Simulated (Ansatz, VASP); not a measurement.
BaS in VASP and in Ansatz

File INCAR:

```
PREC = Accurate ; ENCUT = 520
EDIFF = 1E-6 ; ISMEAR = -1
SIGMA = 0.01 ; LREAL = False
LASPH = True ; NELM = 80
ALGO = Normal ; ISIF = 2
LWAVE = False ; LCHARG = True
LELF = True ; LVHAR = True
NBANDS = 15
```

Contents of KPOINTS:

```
Automatic mesh
0
Gamma
  7 7 7
```

File POSCAR:

```
BaS
1.0
    0.0000000000      3.2563884516      3.2563884516
    3.2563884516      0.0000000000      3.2563884516
    3.2563884516      3.2563884516      0.0000000000
Ba S
1 1
Direct
    0.0000000000      0.0000000000      0.0000000000
    0.5000000000      0.5000000000      0.5000000000
```

Input for Ansatz:

```yaml
crystal:
  lattice:
    - [0.0, 3.2563884516, 3.2563884516]
    - [3.2563884516, 0.0, 3.2563884516]
    - [3.2563884516, 3.2563884516, 0.0]
  atoms:
    - { symbol: Ba, position: [0.0, 0.0, 0.0] }
    - { symbol: S, position: [0.5, 0.5, 0.5] }
kpoints:
  mp_grid: { grid: [7, 7, 7] }
  band_path:
    path:
      - [0.0, 0.0, 0.0]
      - [0.5, 0.0, 0.5]
      - [0.625, 0.25, 0.625]
      - [0.375, 0.375, 0.75]
      - [0.0, 0.0, 0.0]
      - [0.5, 0.5, 0.5]
      - [0.5, 0.25, 0.75]
      - [0.5, 0.0, 0.5]
    npoints: 5
scf:
  occupations: { method: fermi_dirac, width: 0.01 }
hamiltonian:
  xc: lda
  pseudopotentials: { kind: all_electron, lapw: { basis_error: 0.00025 } }
output:
  forces: true
  stress: true
  eigenvalues: true
```

Change from the starting cell: volume scaled by 1.06.

Alike in both runs: task single point; functional LDA; k mesh 7 × 7 × 7; occupations fermi-dirac, width 0.01 eV; no spin polarisation.

|  | VASP | Ansatz |
| --- | --- | --- |
| version | VASP 6.6.1 | Ansatz 0.2.0 |
| potentials or method | VASP PAW LDA potentials, release 64 (Ba_sv, S), cutoff 520 eV | all-electron LAPW, scalar-relativistic |

|  | VASP | Ansatz | Ansatz less VASP |
| --- | --- | --- | --- |
| gap on the k mesh at the Fermi level (eV) | 2.05 | 2.14 | +0.091 |
| pressure (GPa) | -4.0 | -4.5 | -0.50 |

LDA's correlation is that of Perdew and Zunger in VASP and of Perdew and Wang (1992) in Ansatz. Ansatz ran all-electron here, and VASP with PAW potentials.

Neither program's run includes spin-orbit coupling.
